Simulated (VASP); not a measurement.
The system is B.

```
B
1.0
     2.71428    1.56709    1.60913
    -2.71428    1.56709    1.60913
     0.00000   -3.13418    1.60913
B
5
Direct
  0.32954 0.32954 0.32954
  0.67046 0.67046 0.67046
  0.61218 0.38782 0.00000
  0.00000 0.61218 0.38782
  0.38782 0.00000 0.61218
```

* Program: VASP 6.6.1
* Task: relaxation of cell and atoms
* Functional: PBE
* Potentials or basis: VASP PAW PBE potentials, release 64 (B)
* Cutoff: 600 eV
* k mesh: 6 × 6 × 6
* Occupations: gaussian, width 0.1 eV
* Spin: no spin polarisation

At the start: pressure 14.0 GPa; volume 8.21 Å³/atom.

Q: How do energy, volume and symmetry change on relaxing?

A: Over 21 steps the energy falls by 678.7 meV/atom and the volume is 6.94 Å³/atom (-15.6 %); space group R32 (No. 155, to 0.05 Å).

Step by step:
```
step  energy change (eV)  largest force (eV/Å)  pressure (GPa)  volume (Å³)
   1              0.0000                4.1413           13.98        41.07
   2             -0.7621                0.2272          -15.23        45.44
   3             -0.8033                0.6127          -10.07        44.40
   4             -1.0100                0.6075           -2.75        41.55
   5             -1.1045                0.9870            8.48        38.45
   6             -1.2452                1.2375            7.49        37.94
   7             -1.9992                2.2694            4.58        36.43
   8             -3.0209                1.0463           16.48        33.52
   9             -2.9849                1.6442            6.55        34.65
  10             -3.1109                0.6708            9.93        34.10
  11             -3.1780                1.0893            8.69        34.14
  12             -3.1948                0.8061            8.72        34.13
  13             -3.2737                0.6365            3.50        34.61
  14             -3.3186                0.5859           -5.63        35.60
  15             -3.3212                0.4975           -4.04        35.41
  16             -3.3448                0.4601           -2.98        35.20
  17             -3.3848                0.3406            0.31        34.59
  18             -3.3866                0.3018            1.30        34.41
  19             -3.3926                0.0719            0.92        34.52
  20             -3.3931                0.0154            0.81        34.56
  21             -3.3934                0.0051           -0.08        34.68
```

Final structure:
```xyz
5
Lattice="2.4535 1.4166 1.6629 -2.4535 1.4166 1.6629 0.0000 -2.8331 1.6629" Properties=species:S:1:pos:R:3 pbc="T T T"
B     0.0000    0.0000    0.8995
B     0.0000    0.0000    4.0892
B     0.8030    1.4166    1.6629
B    -1.6283   -0.0129    1.6629
B    -1.6283    0.0129    3.3258
```

Caveat: the volume moved by over 15 % at a fixed basis, so the end points are rough.
